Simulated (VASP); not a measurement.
# ZrS (Fm-3m) in VASP: further runs

Runs on ZrS. Level: LDA. Tasks: single point.

Program: VASP 6.6.1. These are calculated values, not measurements. Logs are shortened: lines on timing, memory, paths and dates and some standing lists are left out, and cuts for length are marked.

**1. The cell of the first run**

The structure is cubic, space group Fm-3m (No. 225). The conventional cell has a = 5.056 Å, b = 5.056 Å, c = 5.056 Å, α = 90.00°, β = 90.00°, γ = 90.00°. Within 3.3 Å of Zr (site symmetry m-3m) lie 6 S at 2.53 Å. Within 3.3 Å of S (site symmetry m-3m) lie 6 Zr at 2.53 Å.

**2. Single point, LDA, collinear spin (16.16 Å³/atom)**

INCAR reads:

```
PREC = Accurate
ENCUT = 520
EDIFF = 1E-6
ISMEAR = 0
SIGMA = 0.15
LREAL = False
LASPH = True
NELM = 150
ALGO = Normal
ISIF = 2
LWAVE = False
LCHARG = True
ISPIN = 2
MAGMOM = 0.8 0
LORBIT = 11
NUPDOWN = 0.8
LMAXMIX = 4
GGA = CA
LELF = True
LVHAR = True
NBANDS = 20
```

KPOINTS reads:

```
regular mesh
0
Gamma
  16 16 16
```

POSCAR reads:

```
ZrS
1.0
    0.0000000000      2.5280572712      2.5280572712
    2.5280572712      0.0000000000      2.5280572712
    2.5280572712      2.5280572712      0.0000000000
Zr S
1 1
Direct
    0.0000000000      0.0000000000      0.0000000000
    0.5000000000      0.5000000000      0.5000000000
```

Potentials or basis: VASP PAW LDA potentials, release 64 (Zr_sv, S).

Run with:

```
$ cat potpaw_LDA.64/Zr_sv/POTCAR potpaw_LDA.64/S/POTCAR > POTCAR
$ mpirun -np 1 vasp_std > vasp.out
```

OUTCAR:

```text
PREC = Accurate
   ENCUT = 520
   EDIFF = 1E-6
   ISMEAR = 0
   LREAL = False
   LASPH = True
   NELM = 150
   ISIF = 2
   ISPIN = 2
   LORBIT = 11
   NUPDOWN = 0.8
   GGA = CA

 ion  position               nearest neighbor table
   1  0.000  0.000  0.000-   2 2.53   2 2.53   2 2.53   2 2.53   2 2.53   2 2.53
   2  0.500  0.500  0.500-   1 2.53   1 2.53   1 2.53   1 2.53   1 2.53   1 2.53

  LATTYP: Found a face centered cubic cell.
 ALAT       =     5.0561145424

  Lattice vectors:

 A1 = (   0.0000000000,   2.5280572712,   2.5280572712)
 A2 = (   2.5280572712,   0.0000000000,   2.5280572712)
 A3 = (   2.5280572712,   2.5280572712,   0.0000000000)

Analysis of symmetry for initial positions (statically):
=====================================================================
 Subroutine PRICEL returns:
 Original cell was already a primitive cell.

 Routine SETGRP: Setting up the symmetry group for a
 face centered cubic supercell.

 Subroutine GETGRP returns: Found 48 space group operations
 (whereof 48 operations were pure point group operations)
 out of a pool of 48 trial point group operations.

The static configuration has the point symmetry O_h .

Analysis of symmetry for dynamics (positions and initial velocities):
=====================================================================
 Subroutine PRICEL returns:
 Original cell was already a primitive cell.

 Routine SETGRP: Setting up the symmetry group for a
 face centered cubic supercell.

 Subroutine GETGRP returns: Found 48 space group operations
 (whereof 48 operations were pure point group operations)
 out of a pool of 48 trial point group operations.

The dynamic configuration has the point symmetry O_h .

Analysis of structural, dynamic, and magnetic symmetry:
=====================================================================
 Subroutine PRICEL returns:
 Original cell was already a primitive cell.

 Routine SETGRP: Setting up the symmetry group for a
 face centered cubic supercell.

 Subroutine GETGRP returns: Found 48 space group operations
 (whereof 48 operations were pure point group operations)
 out of a pool of 48 trial point group operations.

The overall configuration has the point symmetry O_h .

 Subroutine INISYM returns: Found 48 space group operations
 (whereof 48 operations are pure point group operations),
 and found     1 'primitive' translations

----------------------------------------------------------------------------------------

                                     Primitive cell

  volume of cell :      32.3140

  direct lattice vectors                    reciprocal lattice vectors
     0.000000000  2.528057271  2.528057271    -0.197780329  0.197780329  0.197780329
     2.528057271  0.000000000  2.528057271     0.197780329 -0.197780329  0.197780329
     2.528057271  2.528057271  0.000000000     0.197780329  0.197780329 -0.197780329

  length of vectors
     3.575212879  3.575212879  3.575212879     0.342565579  0.342565579  0.342565579

  position of ions in fractional coordinates (direct lattice)
     0.000000000  0.000000000  0.000000000
     0.500000000  0.500000000  0.500000000

  ion indices of the primitive-cell ions
   primitive index   ion index
                 1           1
                 2           2

----------------------------------------------------------------------------------------

 KPOINTS: regular mesh

Automatic generation of k-mesh.
 Grid dimensions read from file:
 generate k-points for:   16   16   16

 Generating k-lattice:

  Cartesian coordinates                     Fractional coordinates (reciprocal lattice)
    -0.012361271  0.012361271  0.012361271     0.062500000  0.000000000  0.000000000
     0.012361271 -0.012361271  0.012361271     0.000000000  0.062500000  0.000000000
     0.012361271  0.012361271 -0.012361271     0.000000000  0.000000000  0.062500000

  Length of vectors
     0.021410349  0.021410349  0.021410349

  Shift w.r.t. Gamma in fractional coordinates (k-lattice)
     0.000000000  0.000000000  0.000000000

 Subroutine IBZKPT returns following result:
 ===========================================

 Found    145 irreducible k-points:

 Following reciprocal coordinates:
            Coordinates               Weight
  0.000000  0.000000  0.000000      1.000000
  0.062500  0.000000  0.000000      8.000000
  0.125000  0.000000  0.000000      8.000000
  0.187500  0.000000  0.000000      8.000000
  0.250000  0.000000  0.000000      8.000000
  0.312500  0.000000  0.000000      8.000000
[... 16 lines left out ...]
 -0.125000  0.062500  0.000000     24.000000
 -0.062500  0.062500  0.000000     12.000000
 [... further k-points ...]
   k-points           NKPTS =    145   k-points in BZ     NKDIM =    145   number of bands    NBANDS=     20
   number of dos      NEDOS =    301   number of ions     NIONS =      2
   total plane-waves  NPLWV =  21952
   dimension x,y,z NGX =    28 NGY =   28 NGZ =   28
   dimension x,y,z NGXF=    56 NGYF=   56 NGZF=   56
   ions per type =               1   1
   NGX,Y,Z   is equivalent  to a cutoff of  13.02, 13.02, 13.02 a.u.
   NGXF,Y,Z  is equivalent  to a cutoff of  26.04, 26.04, 26.04 a.u.
 SYSTEM =  unknown system
   PREC   = accura    normal or accurate (medium, high low for compatibility)
   ISTART =      0    job   : 0-new  1-cont  2-samecut
   ICHARG =      2    charge: 1-file 2-atom 10-const
   ISPIN  =      2    spin polarized calculation?
   LNONCOLLINEAR =      F non collinear calculations
   LSORBIT =      F    spin-orbit coupling
   LASPH  =      T    aspherical Exc in radial PAW
   ENCUT  =  520.0 eV  38.22 Ry    6.18 a.u.   6.65  6.65  6.65*2*pi/ulx,y,z
   NELM   =    150;   NELMIN=  2; NELMDL= -5     # of ELM steps
   EDIFF  = 0.1E-05   stopping-criterion for ELM
   LREAL  =      F    real-space projection
[... 7 lines left out ...]
   TEBEG  =    0.0;   TEEND  =   0.0 temperature during run
   PSTRESS=    0.0 pullay stress
   NELECT =      18.0000    total number of electrons
   NUPDOWN=       0.8000    fix difference up-down
   EMIN   =  10.00;   EMAX   =-10.00  energy-range for DOS
   EFERMI =   0.00;   METHOD = LEGACY
   ISMEAR =     0;   SIGMA  =   0.15  broadening in eV -4-tet -1-fermi 0-gaus
   EFERMI_NEDOS =   21; number of points for ismear=-14 and -15
   IALGO  =     38    algorithm
   IMIX   =      4    mixing-type and parameters
     AMIX     =   0.40;   BMIX     =  1.00
     AMIX_MAG =   1.60;   BMIX_MAG =  1.00
  volume/ion in A,a.u.               =      16.16       109.03
  Fermi-wavevector in a.u.,A,eV,Ry     =   1.347004  2.545468 24.686665  1.814419
  Thomas-Fermi vector in A             =   2.474790
   LORBIT       =     11    0 simple, 1 ext, 2 COOP (PROOUT), +10 PAW based schemes
   GGA     = CA    functional components
   LHFCALC =     F    Hartree Fock is set to
   AEXX    =    0.0000 exact exchange contribution
   IVDW    =     0    specifies the selected vdW correction
   LEPSILON=     F    determine dielectric tensor
   LRPA    =     F    only Hartree local field effects (RPA)
 spin polarized calculation
 Gauss-broadening in eV      SIGMA  =   0.15
  energy-cutoff  :      520.00
  volume of cell :       32.31
 maximum number of plane-waves:       893
   NGX = 13   NGY = 13   NGZ = 13

 number of electron      18.0000001 magnetization       0.8000000

 Free energy of the ion-electron system (eV)
  ---------------------------------------------------
  ext. energy  EPLUGINS =         0.00000000
  ---------------------------------------------------
  free energy    TOTEN  =       -16.91347488 eV

  energy without entropy =      -16.90146088  energy(sigma->0) =      -16.90746788

 E-fermi :  11.3611     XC(G=0): -12.0709

 val. band max:       12.4266779336   @ k =   0.5000   0.5000   0.0000
 cond. band min:      11.3618175125   @ k =   0.5000   0.2500   0.1250
 fundamental gap:     -1.0648604211
 Fermi energy:        12.4403538763

 spin component 1

 k-point     1 :       0.0000    0.0000    0.0000
  band No.  band energies     occupation
      1     -37.5329      1.00000
      2     -15.6742      1.00000
      3     -15.6742      1.00000
      4     -15.6742      1.00000
      5      -4.3532      1.00000
      6       8.4146      1.00000
[... 12 lines left out ...]
     19      29.9740      0.00000
     20      29.9740      0.00000

 k-point     2 :       0.0625    0.0000    0.0000
  band No.  band energies     occupation
      1     -37.5311      1.00000
      2     -15.6973      1.00000
      3     -15.6760      1.00000
      4     -15.6760      1.00000
      5      -4.2885      1.00000
      6       8.0377      1.00000
[... 498 lines left out ...]
 k-point    24 :      -0.0625    0.0625    0.0000
  band No.  band energies     occupation
      1     -37.5281      1.00000
      2     -15.7294      1.00000
      3     -15.6875      1.00000
      4     -15.6751      1.00000
      5      -4.1843      1.00000
      6       7.4702      1.00000
[... 12 lines left out ...]
     19      27.8135      0.00000
     20      29.1402      0.00000

 [... further k-points ...]

 spin component 2

 k-point     1 :       0.0000    0.0000    0.0000
  band No.  band energies     occupation
      1     -37.2776      1.00000
      2     -15.3858      1.00000
      3     -15.3858      1.00000
      4     -15.3858      1.00000
      5      -4.1771      1.00000
      6       8.5776      1.00000
[... 12 lines left out ...]
     19      30.2944      0.00000
     20      30.2944      0.00000

 k-point     2 :       0.0625    0.0000    0.0000
  band No.  band energies     occupation
      1     -37.2758      1.00000
      2     -15.4088      1.00000
      3     -15.3876      1.00000
      4     -15.3876      1.00000
      5      -4.1128      1.00000
      6       8.2181      1.00000
[... 498 lines left out ...]
 k-point    24 :      -0.0625    0.0625    0.0000
  band No.  band energies     occupation
      1     -37.2728      1.00000
      2     -15.4409      1.00000
      3     -15.3990      1.00000
      4     -15.3866      1.00000
      5      -4.0094      1.00000
      6       7.6619      1.00000
[... 12 lines left out ...]
     19      28.0748      0.00000
     20      29.3918      0.00000

 [... further k-points ...]

------------------------ aborting loop because EDIFF is reached ----------------------------------------

  FORCE on cell =-STRESS in cart. coord.  units (eV):
  Direction    XX          YY          ZZ          XY          YZ          ZX
  --------------------------------------------------------------------------------------
  -------------------------------------------------------------------------------------
  Total        2.0193681      2.0193681      2.0193681      0.0000000      0.0000000      0.0000000
  in kB      100.1233449    100.1233449    100.1233449      0.0000000      0.0000000      0.0000000
  external PRESSURE =     100.1233449 kB  Pullay stress =       0.0000000 kB

 VOLUME and BASIS-vectors are now :
 -----------------------------------------------------------------------------
  energy-cutoff  :      520.00
  volume of cell :       32.31
      direct lattice vectors                 reciprocal lattice vectors
     0.000000000  2.528057271  2.528057271    -0.197780329  0.197780329  0.197780329
     2.528057271  0.000000000  2.528057271     0.197780329 -0.197780329  0.197780329
     2.528057271  2.528057271  0.000000000     0.197780329  0.197780329 -0.197780329

 POSITION                                       TOTAL-FORCE (eV/Angst)
 -----------------------------------------------------------------------------------
      0.00000      0.00000      0.00000         0.000000      0.000000      0.000000
      2.52806      2.52806      2.52806        -0.000000     -0.000000     -0.000000
 -----------------------------------------------------------------------------------
    total drift:                                0.000000      0.000000      0.000000

  FREE ENERGIE OF THE ION-ELECTRON SYSTEM (eV)
  ---------------------------------------------------
  free  energy   TOTEN  =       -16.9134748847 eV

  energy  without entropy=      -16.9014608766  energy(sigma->0) =      -16.90746788

 total charge

# of ion       s       p       d       tot
------------------------------------------
    1        2.144   5.987   1.870  10.001
    2        1.313   2.506   0.000   3.819
--------------------------------------------------
tot          3.458   8.493   1.870  13.820

 magnetization (x)

# of ion       s       p       d       tot
------------------------------------------
    1        0.007   0.004   0.446   0.456
    2        0.004   0.037   0.000   0.041
--------------------------------------------------
tot          0.011   0.041   0.446   0.497
```

Run time: 81 s. Hardware: 1 thread of Intel Xeon 6975P-C (Granite Rapids), shared host; peak memory 0.25 GiB.

Results:

```yaml
Free_energy: -16.9135 eV
Pressure: 10.0 GPa
Net_moment: 0.80 μB per cell
Site_moments: Zr +0.46; S +0.04 μB
Valence_electrons_inside_the_program's_atomic_spheres: Zr 10.00; S 3.82
```

Caveat: the cell stands under pressure; the total moment is fixed, so each spin has its own Fermi level and the state may be an excited one.

**3. Single point, LDA, collinear spin (16.16 Å³/atom)**

INCAR reads:

```
ALGO = Normal
EDIFF = 1E-7
ENCUT = 520
GGA = CA
ISIF = 2
ISMEAR = 0
ISPIN = 2
LASPH = T
LCHARG = F
LMAXMIX = 4
LORBIT = 11
LREAL = F
LWAVE = F
MAGMOM = 0.2 0
NBANDS = 20
NELM = 150
NUPDOWN = 0.2
PREC = Accurate
SIGMA = 0.15
```

KPOINTS reads:

```
k-points
0
Gamma
  16 16 16
```

POSCAR is that of step 2.

Potentials or basis: VASP PAW LDA potentials, release 64 (Zr_sv, S).

Run with:

```
$ cat potpaw_LDA.64/Zr_sv/POTCAR potpaw_LDA.64/S/POTCAR > POTCAR
$ mpirun -np 1 vasp_std > vasp.out
```

It took 79 s on 1 thread of Intel Xeon 6975P-C (Granite Rapids), shared host; peak memory 0.25 GiB.

Results (log left out):

- Free energy: -17.1162 eV
- Pressure: 8.3 GPa
- Net moment: 0.20 μB per cell
- Site moments: Zr +0.11; S +0.01 μB
- Valence electrons inside the program's atomic spheres: Zr 9.99; S 3.82

Caveat: the cell stands under pressure; the total moment is fixed, so each spin has its own Fermi level and the state may be an excited one.

**4. Single point, LDA, collinear spin (16.16 Å³/atom)**

INCAR reads:

```
ALGO = Normal ; EDIFF = 1E-6
ENCUT = 520 ; ISIF = 2
ISMEAR = 0 ; ISPIN = 2
LASPH = True ; LCHARG = True
LELF = True ; LMAXMIX = 4
LORBIT = 11 ; LREAL = False
LVHAR = True ; LWAVE = False
MAGMOM = 0.1 0 ; NBANDS = 20
NELM = 150 ; NUPDOWN = 0.1
PREC = Accurate ; SIGMA = 0.15
```

KPOINTS is that of step 3.

POSCAR is that of step 3.

Run with:

```
$ cat potpaw_LDA.64/Zr_sv/POTCAR potpaw_LDA.64/S/POTCAR > POTCAR
$ mpirun -np 1 vasp_std > vasp.out
```

Run time: 69 s. Hardware: 1 thread of Intel Xeon 6975P-C (Granite Rapids), shared host; peak memory 0.25 GiB.

Results (log left out):

* Free energy: -17.1273 eV
* Pressure: 8.1 GPa
* Net moment: 0.10 μB per cell
* Site moments: Zr +0.06; S +0.01 μB
* Valence electrons inside the program's atomic spheres: Zr 9.99; S 3.82

Caveat: the cell stands under pressure; the total moment is fixed, so each spin has its own Fermi level and the state may be an excited one.

**5. The runs side by side**

| fixed moment (μB) | pressure (GPa) | moment (μB) |
| --- | --- | --- |
| 0.8 | 10.0 | 0.80 |
| 0.2 | 8.3 | 0.20 |
| 0.1 | 8.1 | 0.10 |

Alike in all rows: task single point; level LDA; potentials or basis VASP PAW LDA potentials, release 64 (Zr_sv, S); spin collinear; cell as given; k mesh 16 × 16 × 16; cutoff (eV) 520; smearing gaussian 0.15 eV.

Caveats: the cell stands under pressure; the total moment is fixed, so each spin has its own Fermi level and the state may be an excited one.

Absolute energies hang on the potentials; compare differences alone.
